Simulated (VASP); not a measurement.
Here is a VASP 6.6.1 calculation.

File INCAR:

```
SYSTEM = SnO2
PREC     = Accurate       ! precision mode
ENCUT    = 520            ! plane-wave cutoff, eV
EDIFF    = 1E-8           ! SCF threshold, eV
ISMEAR   = 0              ! smearing method
SIGMA    = 0.01           ! smearing width, eV
LREAL    = .FALSE.        ! projectors in reciprocal space
LASPH    = .TRUE.         ! aspherical terms in the spheres
NELM     = 80             ! most SCF steps
ALGO     = Normal         ! electronic algorithm
ISIF     = 2              ! what is computed and relaxed
LWAVE    = .FALSE.        ! write WAVECAR
LCHARG   = .FALSE.        ! write CHGCAR
GGA      = CA             ! functional
NBANDS   = 35             ! bands
IBRION   = 8              ! ionic algorithm
NSW      = 1              ! ionic steps
LEPSILON = .TRUE.         ! dielectric tensor by DFPT
```

File KPOINTS:

```
regular mesh
0
G
  6 6 8
  0 0 0
```

POSCAR

```
SnO2
1.0
    4.7222781746      0.0000000000      0.0000000000
    0.0000000000      4.7222781746      0.0000000000
    0.0000000000      0.0000000000      3.1904916916
Sn O
2 4
Direct
    0.0000000000      0.0000000000      0.0000000000
    0.5000000000      0.5000000000      0.5000000000
    0.3060686164      0.3060686164      0.0000000000
    0.1939313836      0.8060686164      0.5000000000
    0.6939313836      0.6939313836      0.0000000000
    0.8060686164      0.1939313836      0.5000000000
```

Potentials or basis: VASP PAW LDA potentials, release 64 (Sn_d, O).

The run is started by

```sh
$ cat potpaw_LDA.64/Sn_d/POTCAR potpaw_LDA.64/O/POTCAR > POTCAR
$ mpirun -np 1 vasp_std > vasp.out
```

(1) What does it give for the electronic dielectric tensor (diagonal)?

(2) What does it give for the Born charges (mean of the diagonal)?

(3) Estimate the highest phonon frequency at Γ, LO-TO splitting left out.

Results:

(1) 4.34, 4.34, 4.63.

(2) Sn +4.20; O -2.10 e.

(3) 762 cm⁻¹.

Caveat: the cell stands under pressure or tension, which shifts response properties.
